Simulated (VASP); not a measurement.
Input of a VASP 6.6.1 run:

Contents of INCAR:

```
SYSTEM = Ta3H
PREC = Accurate ; ENCUT = 520
EDIFF = 1E-6 ; ISMEAR = 0
SIGMA = 0.1 ; LREAL = .False.
LASPH = .True. ; NELM = 150
ALGO = Normal ; ISIF = 2
LWAVE = .False. ; LCHARG = .True.
ISPIN = 2 ; MAGMOM = 0 0 0 1
LORBIT = 11 ; LMAXMIX = 4
LDIPOL = .True. ; IDIPOL = 3
DIPOL = 0.5 0.5 0.361 ; GGA = PE
LELF = .True. ; LVHAR = .True.
LVACPOTAV = .True. ; NBANDS = 29
```

File KPOINTS:

```
regular mesh
0
Gamma
  10 10 1
  0 0 0
```

Contents of POSCAR:

```
Ta3H
1.0
    2.8743098520      0.0000000000      0.0000000000
   -0.9581032840      2.7099253168      0.0000000000
    0.0000000000      0.0000000000     21.5266897253
Ta H
3 1
Direct
    0.5000000000      0.5000000000      0.1858158431
    0.0000000000      0.0000000000      0.2909732295
    0.5000000000      0.5000000000      0.3960985100
    0.6666666667      0.6666666667      0.5712299421
```

Potentials or basis: VASP PAW PBE potentials, release 64 (Ta_pv, H).

Command:

```sh
$ cat potpaw_PBE.64/Ta_pv/POTCAR potpaw_PBE.64/H/POTCAR > POTCAR
$ mpirun -np 1 vasp_std > vasp.out
```

Question: Estimate the net moment.

Answer: 0.95 μB per cell.

Question: What does it give for the largest force?

Answer: 0.196 eV/Å.

Forces on the atoms (eV/Å):
```
Ta   0.000  0.000 -0.057
Ta  -0.001 -0.001 -0.020
Ta   0.004  0.005  0.195
H   -0.003 -0.004 -0.119
```
